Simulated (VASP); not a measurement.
# PtSe2 (P-3m1) in VASP: further runs, part 2 of 2

VASP 6.6.1. The steps go on from the part before.

**5. Single point, LDA**

This run uses another cell than the first one, of 21.18 Å³/atom, 1.068 times its volume.

INCAR

```
PREC = Accurate ; ENCUT = 520
EDIFF = 1E-6 ; ISMEAR = -1
SIGMA = 0.02 ; LREAL = False
LASPH = True ; NELM = 60
ALGO = Normal ; ISIF = 2
LWAVE = False ; LCHARG = False
GGA = CA ; NBANDS = 18
```

KPOINTS

```
Automatic mesh
0
Gamma
  12 12 6
```

POSCAR

```
PtSe2
1.0
    3.7286503637      0.0000000000      0.0000000000
   -1.8643251819      3.2291059368      0.0000000000
    0.0000000000      0.0000000000      5.2771566385
Pt Se
1 2
Direct
    0.0000000000      0.0000000000      0.0000000000
    0.3333333333      0.6666666667      0.2462188963
    0.6666666667      0.3333333333      0.7537811037
```

Potentials or basis: VASP PAW LDA potentials, release 64 (Pt, Se).

On the command line:

```sh
$ cat potpaw_LDA.64/Pt/POTCAR potpaw_LDA.64/Se/POTCAR > POTCAR
$ mpirun -np 1 vasp_std > vasp.out
```

OUTCAR:

```text
PREC = Accurate
   ENCUT = 520
   EDIFF = 1E-6
   ISMEAR = -1
   LREAL = False
   LASPH = True
   NELM = 60
   ISIF = 2
   GGA = CA

 ion  position               nearest neighbor table
   1  0.000  0.000  0.000-   2 2.51   3 2.51   3 2.51   2 2.51   3 2.51   2 2.51
   2  0.333  0.667  0.246-   1 2.51   1 2.51   1 2.51
   3  0.667  0.333  0.754-   1 2.51   1 2.51   1 2.51

  LATTYP: Found a hexagonal cell.
 ALAT       =     3.7286503637
 C/A-ratio  =     1.4152994043

  Lattice vectors:

 A1 = (   3.7286503637,   0.0000000000,   0.0000000000)
 A2 = (  -1.8643251819,   3.2291059368,   0.0000000000)
 A3 = (   0.0000000000,   0.0000000000,   5.2771566385)

Analysis of symmetry for initial positions (statically):
=====================================================================
 Subroutine PRICEL returns:
 Original cell was already a primitive cell.

 Routine SETGRP: Setting up the symmetry group for a
 hexagonal supercell.

 Subroutine GETGRP returns: Found 12 space group operations
 (whereof 12 operations were pure point group operations)
 out of a pool of 24 trial point group operations.
[... 163 lines left out ...]

 E-fermi :   5.9504     XC(G=0): -10.6672

 val. band max:        5.9451921972   @ k =   0.0000   0.1667   0.1667
 cond. band min:       5.9630458749   @ k =   0.0000   0.2500   0.3333
 fundamental gap:      0.0178536777
 Fermi energy:         5.9504130845

 k-point     1 :       0.0000    0.0000    0.0000
  band No.  band energies     occupation
      1      -9.4658      2.00000
      2      -6.9909      2.00000
      3      -1.0087      2.00000
      4      -0.2930      2.00000
      5      -0.2930      2.00000
      6       2.0591      2.00000
[... 481 lines left out ...]
      5       0.1053      2.00000
      6       1.4681      2.00000
[... 10 lines left out ...]
     17      14.2016      0.00000
     18      14.6300      0.00000

 [... further k-points ...]

------------------------ aborting loop because EDIFF is reached ----------------------------------------

  FORCE on cell =-STRESS in cart. coord.  units (eV):
  Direction    XX          YY          ZZ          XY          YZ          ZX
  --------------------------------------------------------------------------------------
  -------------------------------------------------------------------------------------
  Total       -1.0924561     -1.0924561     -1.5655647      0.0000000      0.0000000      0.0000000
  in kB      -27.5474021    -27.5474021    -39.4773205      0.0000000      0.0000000      0.0000000
  external PRESSURE =     -31.5240415 kB  Pullay stress =       0.0000000 kB

 VOLUME and BASIS-vectors are now :
 -----------------------------------------------------------------------------
  energy-cutoff  :      520.00
  volume of cell :       63.54
      direct lattice vectors                 reciprocal lattice vectors
     3.728650364  0.000000000  0.000000000     0.268193556  0.154841622  0.000000000
    -1.864325182  3.229105937  0.000000000     0.000000000  0.309683243  0.000000000
     0.000000000  0.000000000  5.277156639     0.000000000  0.000000000  0.189495986

 POSITION                                       TOTAL-FORCE (eV/Angst)
 -----------------------------------------------------------------------------------
      0.00000      0.00000      0.00000         0.000000      0.000000      0.000000
     -0.00000      2.15274      1.29934        -0.000000     -0.000000     -0.204282
      1.86433      1.07637      3.97782         0.000000      0.000000      0.204282
 -----------------------------------------------------------------------------------
    total drift:                               -0.000000      0.000000      0.000000

  FREE ENERGIE OF THE ION-ELECTRON SYSTEM (eV)
  ---------------------------------------------------
  free  energy   TOTEN  =       -17.0179537987 eV

  energy  without entropy=      -17.0168622118  energy(sigma->0) =      -17.01740801
```

OSZICAR:

```text
N       E                     dE             d eps       ncg     rms          rms(c)
DAV:   1     0.106879232526E+03    0.10688E+03   -0.99614E+03  3648   0.107E+03
DAV:   2    -0.126159065869E+02   -0.11950E+03   -0.11532E+03  4412   0.210E+02
DAV:   3    -0.178451543999E+02   -0.52292E+01   -0.51935E+01  4414   0.435E+01
DAV:   4    -0.178873427142E+02   -0.42188E-01   -0.42167E-01  4522   0.424E+00
DAV:   5    -0.178877828452E+02   -0.44013E-03   -0.44011E-03  4342   0.416E-01    0.126E+01
DAV:   6    -0.172710565350E+02    0.61673E+00   -0.41455E+00  3736   0.186E+01    0.753E+00
DAV:   7    -0.170510836981E+02    0.21997E+00   -0.82437E-01  3682   0.905E+00    0.371E+00
DAV:   8    -0.170205074919E+02    0.30576E-01   -0.56636E-02  4012   0.169E+00    0.786E-01
DAV:   9    -0.170179676551E+02    0.25398E-02   -0.57754E-03  4018   0.693E-01    0.207E-01
DAV:  10    -0.170179658061E+02    0.18490E-05   -0.10142E-03  4092   0.205E-01    0.406E-02
DAV:  11    -0.170179545641E+02    0.11242E-04   -0.61598E-05  4148   0.693E-02    0.238E-02
DAV:  12    -0.170179537987E+02    0.76539E-06   -0.55357E-06  4044   0.147E-02
   1 F= -.17017954E+02 E0= -.17017408E+02  d E =-.109159E-02
```

stdout:

```text
POSCAR found type information on POSCAR PtSe
 POSCAR found :  2 types and       3 ions
 scaLAPACK will be used
 LDA part: xc-table for (Slater(with rela. corr.)+CA(PZ))
 , standard interpolation
 POSCAR, INCAR and KPOINTS ok, starting setup
 FFT: planning ... GRIDC
 FFT: planning ... GRID_SOFT
 FFT: planning ... GRID
 WAVECAR not read
 entering main loop
```

Wall time 83 s (1 thread of Intel Xeon 6975P-C, shared host); peak memory 0.24 GiB.

What came out:

```
Free energy            : -17.0180 eV
Pressure               : -3.2 GPa
Largest force          : 0.204 eV/Å
Band gap on the k mesh : zero (band 11 reaches 6.15 eV, above the bottom of band 12 at 5.93 eV)
```

Forces on the atoms (eV/Å):
```
Pt   0.000  0.000  0.000
Se   0.000  0.000 -0.204
Se   0.000  0.000  0.204
```

Levels at points of the mesh, in eV from the Fermi level:
```csv
k point,band 9,band 10,band 11,band 12,band 13,band 14
"(0.00, 0.00, 0.00)",-0.99,-0.99,0.20,1.52,1.52,3.75
"(0.50, 0.00, 0.00)",-3.30,-3.26,-2.92,0.67,2.16,4.58
"(0.00, 0.00, 0.50)",-1.77,-1.32,-1.32,2.17,2.17,4.68
"(0.50, 0.00, 0.50)",-3.09,-2.71,-1.49,1.06,1.44,4.19
```

Caveat: spin-orbit coupling is left out, which moves the levels of the heavy elements.

**6. Summary**

```tsv
level	potentials or basis	cell	k mesh	gap on the mesh (eV)	pressure (GPa)	largest force (eV/Å)
PBE+D3(BJ)	VASP PAW PBE potentials, release 64 (Pt, Se)	a = 3.772, b = 3.772, c = 4.827 Å, angles 90.0, 90.0, 120.0°, 3 atoms	12 × 12 × 4	none	0.0	0.01
PBE+D4	VASP PAW PBE potentials, release 64 (Pt, Se)	a = 3.772, b = 3.772, c = 4.828 Å, angles 90.0, 90.0, 120.0°, 3 atoms	12 × 12 × 6	none	0.0	0.01
PBE	VASP PAW PBE potentials, release 64 (Pt, Se)	a = 3.729, b = 3.729, c = 5.277 Å, angles 90.0, 90.0, 120.0°, 3 atoms	12 × 12 × 6	none	3.8	0.17
LDA	VASP PAW LDA potentials, release 64 (Pt, Se)	a = 3.729, b = 3.729, c = 5.277 Å, angles 90.0, 90.0, 120.0°, 3 atoms	12 × 12 × 6	none	-3.2	0.20
```

Some of these runs hold the atoms at other places in the same cell, which the table doesn't show; runs alike in all that it shows share one row.

Alike in all rows: task single point; no spin polarisation; cutoff (eV) 520; smearing fermi-dirac 0.02 eV.

Caveats: spin-orbit coupling is left out, which moves the levels of the heavy elements; pairwise dispersion overbinds metals, which lowers pressure and volume (some runs).

Total energies depend on the potentials used, so only differences within one code and one set of settings carry meaning.
